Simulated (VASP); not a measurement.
# SnO2 (R-3m) in VASP: single point with LDA

Aim: the single point of SnO2 with LDA.

Everything below comes from runs of VASP 6.6.1. Logs are shortened: lines on timing, memory, paths and dates and some standing lists are left out, and cuts for length are marked.

### Step 1. The cell of the first run

Symmetry: R-3m, No. 166, trigonal system. Conventional cell: a = 3.234 Å, b = 3.234 Å, c = 14.402 Å, α = 90.00°, β = 90.00°, γ = 120.00°. Within 2.8 Å of Sn (site symmetry -3m) lie 6 O at 2.13 Å. Within 2.8 Å of O (site symmetry 3m) lie 3 Sn at 2.13 Å and 3 O at 2.76 Å.

### Step 2. Single point, LDA

INCAR reads:

```
SYSTEM = SnO2
PREC = Accurate
ENCUT = 520
EDIFF = 1E-7
ISMEAR = -1
SIGMA = 0.1
LREAL = .FALSE.
LASPH = .TRUE.
NELM = 60
ALGO = Normal
ISIF = 2
LWAVE = .FALSE.
LCHARG = .FALSE.
GGA = CA
NBANDS = 20
```

KPOINTS reads:

```
Automatic mesh
0
G
  6 6 6
  0 0 0
```

POSCAR reads:

```
SnO2
1.0
    1.6170930000      0.9336290000      4.8005930000
   -1.6170930000      0.9336290000      4.8005930000
    0.0000000000     -1.8672580000      4.8005930000
Sn O
1 2
Direct
    0.5000000000      0.5000000000      0.5000000000
    0.2371700000      0.2371700000      0.2371700000
    0.7628300000      0.7628300000      0.7628300000
```

Potentials or basis: VASP PAW LDA potentials, release 64 (Sn_d, O).

The run is started by

```sh
$ cat potpaw_LDA.64/Sn_d/POTCAR potpaw_LDA.64/O/POTCAR > POTCAR
$ mpirun -np 1 vasp_std > vasp.out
```

OUTCAR:

```text
SYSTEM = SnO2
   PREC = Accurate
   ENCUT = 520
   EDIFF = 1E-7
   ISMEAR = -1
   LREAL = .FALSE.
   LASPH = .TRUE.
   NELM = 60
   ISIF = 2
   GGA = CA

 ion  position               nearest neighbor table
   1  0.500  0.500  0.500-   2 2.13   3 2.13   2 2.13   2 2.13   3 2.13   3 2.13
   2  0.237  0.237  0.237-   1 2.13   1 2.13   1 2.13
   3  0.763  0.763  0.763-   1 2.13   1 2.13   1 2.13

  LATTYP: Found a trigonal (rhomboedric) cell.
 ALAT       =     5.1509558367
 COS(alpha) =     0.8028828836

  Lattice vectors:

 A1 = (   1.6170930000,   0.9336290000,   4.8005930000)
 A2 = (  -1.6170930000,   0.9336290000,   4.8005930000)
 A3 = (   0.0000000000,  -1.8672580000,   4.8005930000)

Analysis of symmetry for initial positions (statically):
=====================================================================
 Subroutine PRICEL returns:
 Original cell was already a primitive cell.

 Routine SETGRP: Setting up the symmetry group for a
 trigonal (rhombohedral) supercell.

 Subroutine GETGRP returns: Found 12 space group operations
 (whereof 12 operations were pure point group operations)
 out of a pool of 12 trial point group operations.

The static configuration has the point symmetry D_3d.

Analysis of symmetry for dynamics (positions and initial velocities):
=====================================================================
 Subroutine PRICEL returns:
 Original cell was already a primitive cell.

 Routine SETGRP: Setting up the symmetry group for a
 trigonal (rhombohedral) supercell.

 Subroutine GETGRP returns: Found 12 space group operations
 (whereof 12 operations were pure point group operations)
 out of a pool of 12 trial point group operations.

The dynamic configuration has the point symmetry D_3d.

 Subroutine INISYM returns: Found 12 space group operations
 (whereof 12 operations are pure point group operations),
 and found     1 'primitive' translations

----------------------------------------------------------------------------------------

                                     Primitive cell

  volume of cell :      43.4866

  direct lattice vectors                    reciprocal lattice vectors
     1.617093000  0.933629000  4.800593000     0.309196812  0.178514878  0.069435866
    -1.617093000  0.933629000  4.800593000    -0.309196812  0.178514878  0.069435866
     0.000000000 -1.867258000  4.800593000     0.000000000 -0.357029755  0.069435866

  length of vectors
     5.150955837  5.150955837  5.150955794     0.363719080  0.363719080  0.363719103

[... 76 lines left out ...]
   ISPIN  =      1    spin polarized calculation?
   LNONCOLLINEAR =      F non collinear calculations
   LSORBIT =      F    spin-orbit coupling
   LASPH  =      T    aspherical Exc in radial PAW
   ENCUT  =  520.0 eV  38.22 Ry    6.18 a.u.   9.58  9.58  9.58*2*pi/ulx,y,z
   NELM   =     60;   NELMIN=  2; NELMDL= -5     # of ELM steps
   EDIFF  = 0.1E-06   stopping-criterion for ELM
   LREAL  =      F    real-space projection
   EDIFFG = 0.1E-05   stopping-criterion for IOM
   NSW    =      0    number of steps for IOM
   IBRION =     -1    ionic relax: 0-MD 1-quasi-New 2-CG
   NFREE  =      0    steps in history (QN), initial steepest desc. (CG)
   ISIF   =      2    stress and relaxation
   ISYM   =      2    0-nonsym 1-usesym 2-fastsym
   POTIM  = 0.5000    time-step for ionic-motion
   TEBEG  =    0.0;   TEEND  =   0.0 temperature during run
   PSTRESS=    0.0 pullay stress
   NELECT =      26.0000    total number of electrons
   NUPDOWN=      -1.0000    fix difference up-down
   EMIN   =  10.00;   EMAX   =-10.00  energy-range for DOS
   EFERMI =   0.00;   METHOD = LEGACY
   ISMEAR =    -1;   SIGMA  =   0.10  broadening in eV -4-tet -1-fermi 0-gaus
   EFERMI_NEDOS =   21; number of points for ismear=-14 and -15
   IALGO  =     38    algorithm
   IMIX   =      4    mixing-type and parameters
     AMIX     =   0.40;   BMIX     =  1.00
     AMIX_MAG =   1.60;   BMIX_MAG =  1.00
  volume/ion in A,a.u.               =      14.50        97.82
  Fermi-wavevector in a.u.,A,eV,Ry     =   1.379158  2.606231 25.879338  1.902078
  Thomas-Fermi vector in A             =   2.504154
   LORBIT       =      0    0 simple, 1 ext, 2 COOP (PROOUT), +10 PAW based schemes
   GGA     = CA    functional components
   LHFCALC =     F    Hartree Fock is set to
   AEXX    =    0.0000 exact exchange contribution
   IVDW    =     0    specifies the selected vdW correction
   LEPSILON=     F    determine dielectric tensor
   LRPA    =     F    only Hartree local field effects (RPA)
 non-spin polarized calculation
  energy-cutoff  :      520.00
  volume of cell :       43.49
 maximum number of plane-waves:      1188
 NGX is ok and might be reduce to    40
   NGX = 19   NGY = 19   NGZ = 19

 number of electron      26.0000004 magnetization

 Free energy of the ion-electron system (eV)
  ---------------------------------------------------
  ext. energy  EPLUGINS =         0.00000000
  ---------------------------------------------------
  free energy    TOTEN  =       -20.43658846 eV

  energy without entropy =      -20.43656768  energy(sigma->0) =      -20.43657807

 E-fermi :   4.0729     XC(G=0): -10.5620

 val. band max:        2.9916579623   @ k =  -0.1667   0.1667   0.0000
 cond. band min:       4.7596786618   @ k =   0.0000   0.0000   0.0000
 fundamental gap:      1.7680206995
 Fermi energy:         4.0729009347

 k-point     1 :       0.0000    0.0000    0.0000
  band No.  band energies     occupation
      1     -16.9067      2.00000
      2     -16.7205      2.00000
      3     -16.7205      2.00000
      4     -16.5235      2.00000
      5     -16.5235      2.00000
      6     -14.7379      2.00000
[... 541 lines left out ...]
     19      16.4334      0.00000
     20      18.4712      0.00000

 [... further k-points ...]
[... 5 lines left out ...]
  --------------------------------------------------------------------------------------
  -------------------------------------------------------------------------------------
  Total       -2.4662924     -2.4662920     -1.9383932      0.0000000      0.0000000      0.0000000
  in kB      -90.8656388    -90.8656235    -71.4162410      0.0000000      0.0000000      0.0000000
  external PRESSURE =     -84.3825011 kB  Pullay stress =       0.0000000 kB

 VOLUME and BASIS-vectors are now :
 -----------------------------------------------------------------------------
  energy-cutoff  :      520.00
  volume of cell :       43.49
      direct lattice vectors                 reciprocal lattice vectors
     1.617093000  0.933629000  4.800593000     0.309196812  0.178514878  0.069435866
    -1.617093000  0.933629000  4.800593000    -0.309196812  0.178514878  0.069435866
     0.000000000 -1.867258000  4.800593000     0.000000000 -0.357029755  0.069435866

 POSITION                                       TOTAL-FORCE (eV/Angst)
 -----------------------------------------------------------------------------------
      0.00000      0.00000      7.20089        -0.000000     -0.000000      0.000000
      0.00000      0.00000      3.41567         0.000000     -0.000000     -0.617980
      0.00000      0.00000     10.98611         0.000000      0.000000      0.617980
 -----------------------------------------------------------------------------------
    total drift:                                0.000000      0.000000      0.000000

  FREE ENERGIE OF THE ION-ELECTRON SYSTEM (eV)
  ---------------------------------------------------
  free  energy   TOTEN  =       -20.4365884610 eV

  energy  without entropy=      -20.4365676765  energy(sigma->0) =      -20.43657807
```

OSZICAR:

```text
N       E                     dE             d eps       ncg     rms          rms(c)
DAV:   1     0.247663758910E+03    0.24766E+03   -0.13944E+04  1352   0.191E+03
DAV:   2     0.328771028399E+01   -0.24438E+03   -0.23174E+03  1412   0.482E+02
DAV:   3    -0.225958765518E+02   -0.25884E+02   -0.25668E+02  1492   0.137E+02
DAV:   4    -0.232937051987E+02   -0.69783E+00   -0.69725E+00  1420   0.241E+01
DAV:   5    -0.233089651811E+02   -0.15260E-01   -0.15260E-01  1556   0.373E+00    0.104E+01
DAV:   6    -0.205441041247E+02    0.27649E+01   -0.11077E+01  1960   0.562E+01    0.451E+00
DAV:   7    -0.204852435903E+02    0.58861E-01   -0.63211E-01  1332   0.670E+00    0.205E+00
DAV:   8    -0.204406445472E+02    0.44599E-01   -0.83333E-02  1396   0.273E+00    0.448E-01
DAV:   9    -0.204364323660E+02    0.42122E-02   -0.90520E-03  1916   0.128E+00    0.828E-02
DAV:  10    -0.204365811984E+02   -0.14883E-03   -0.13384E-03  1368   0.302E-01    0.376E-02
DAV:  11    -0.204365891199E+02   -0.79215E-05   -0.33081E-05  1936   0.635E-02    0.210E-02
DAV:  12    -0.204365885061E+02    0.61388E-06   -0.49493E-06  1444   0.182E-02    0.696E-03
DAV:  13    -0.204365884610E+02    0.45077E-07   -0.69023E-07  1460   0.707E-03
   1 F= -.20436588E+02 E0= -.20436578E+02  d E =-.207845E-04
```

stdout:

```text
POSCAR found type information on POSCAR SnO
 POSCAR found :  2 types and       3 ions
 scaLAPACK will be used
 LDA part: xc-table for (Slater(with rela. corr.)+CA(PZ))
 , standard interpolation
 POSCAR, INCAR and KPOINTS ok, starting setup
 FFT: planning ... GRIDC
 FFT: planning ... GRID_SOFT
 FFT: planning ... GRID
 WAVECAR not read
 entering main loop
```

Wall time 2.5 min (1 thread of AMD EPYC 7R13, shared host); peak memory 0.17 GiB.

What came out:

* Free energy: -20.4366 eV
* Pressure: -8.4 GPa
* Largest force: 0.618 eV/Å
* Band gap on the k mesh: 1.77 eV, indirect (least direct gap 1.90 eV)

Forces on the atoms (eV/Å):
```
Sn   0.000  0.000  0.000
O    0.000  0.000 -0.618
O    0.000  0.000  0.618
```

Stress tensor (GPa, compression positive):
```
-9.09  0.00  0.00
 0.00 -9.09  0.00
 0.00  0.00 -7.14
```

Levels at points of the mesh, in eV from the valence-band top:
```
           k point  band 10  band 11  band 12  band 13  band 14  band 15  band 16  band 17
(0.00, 0.00, 0.00)    -1.30    -0.91    -0.91    -0.13     1.77     5.49    10.74    10.74
(0.50, 0.00, 0.00)    -2.99    -1.48    -0.61    -0.58     5.14     7.49     9.77    12.08
(0.50, 0.50, 0.00)    -3.08    -1.15    -0.47    -0.02     4.85     6.68    10.46    10.95
(0.50, 0.50, 0.50)    -1.36    -1.33    -0.86    -0.86     3.05     5.45    10.92    10.92
```

Caveat: spin-orbit coupling is left out, which moves the levels of the heavy elements. A k mesh can miss the band edges.
